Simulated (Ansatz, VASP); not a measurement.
## BAs: VASP beside Ansatz

The input POSCAR:

```
BAs
1.0
    0.0000000000      2.3918698977      2.3918698977
    2.3918698977      0.0000000000      2.3918698977
    2.3918698977      2.3918698977      0.0000000000
B As
1 1
Direct
    0.0000000000      0.0000000000      0.0000000000
    0.2500000000      0.2500000000      0.2500000000
```

Contents of INCAR.step1:

```
PREC = Accurate
ENCUT = 520
EDIFF = 1E-5
ISMEAR = 0
SIGMA = 0.01
LREAL = False
LASPH = True
NELM = 100
ALGO = Normal
ISIF = 2
LWAVE = True
LCHARG = False
GGA = PE
NBANDS = 11
```

The input INCAR.step2:

```
PREC = Accurate
ENCUT = 520
EDIFF = 1E-6
ISMEAR = 0
SIGMA = 0.01
LREAL = False
LASPH = True
NELM = 100
ALGO = Normal
ISIF = 2
LWAVE = False
LCHARG = False
GGA = PE
LHFCALC = True
AEXX = 0.35
PRECFOCK = Normal
ISTART = 1
NBANDS = 11
```

KPOINTS

```
regular mesh
0
Gamma
  4 4 4
```

Input for Ansatz:

```yaml
crystal:
  lattice:
    - [0.0, 2.3918698977, 2.3918698977]
    - [2.3918698977, 0.0, 2.3918698977]
    - [2.3918698977, 2.3918698977, 0.0]
  atoms:
    - { symbol: B, position: [0.0, 0.0, 0.0] }
    - { symbol: As, position: [0.25, 0.25, 0.25] }
kpoints:
  mp_grid: { grid: [4, 4, 4] }
hamiltonian:
  xc: { exchange: pbe, correlation: pbe, exx: { coeff: 0.35 } }
scf:
  occupations: { method: fixed }
  n_extra_bands: 4
output:
  forces: true
  stress: true
  eigenvalues: true
```

Alike in both runs: task single point; functional PBE-based global hybrid with a share of 0.35 of exact exchange; k mesh 4 × 4 × 4; no spin polarisation.

```csv
,VASP,Ansatz
version,VASP 6.6.1,Ansatz 0.2.0
potentials or method,"VASP PAW PBE potentials, release 64 (B, As)",plane waves
plane-wave cutoff (eV),520,420
occupations,"gaussian, width 0.01 eV",fixed
valence electrons in the cell,8,18
```

```tsv
	VASP	Ansatz	Ansatz less VASP
gap on the k mesh at the Fermi level (eV)	3.49	3.40	-0.094
pressure (GPa)	-2.4	-1.8	+0.61
```

VASP's potentials were made for PBE, not for PBE-based global hybrid. VASP's potentials hold 8 valence electrons a cell and Ansatz's 18, so a difference there can come from the potentials and not from the codes. Ansatz's warnings: stress exchange threshold loose, stress scf threshold loose.

The k mesh is coarse, so the values compare programs but aren't converged.
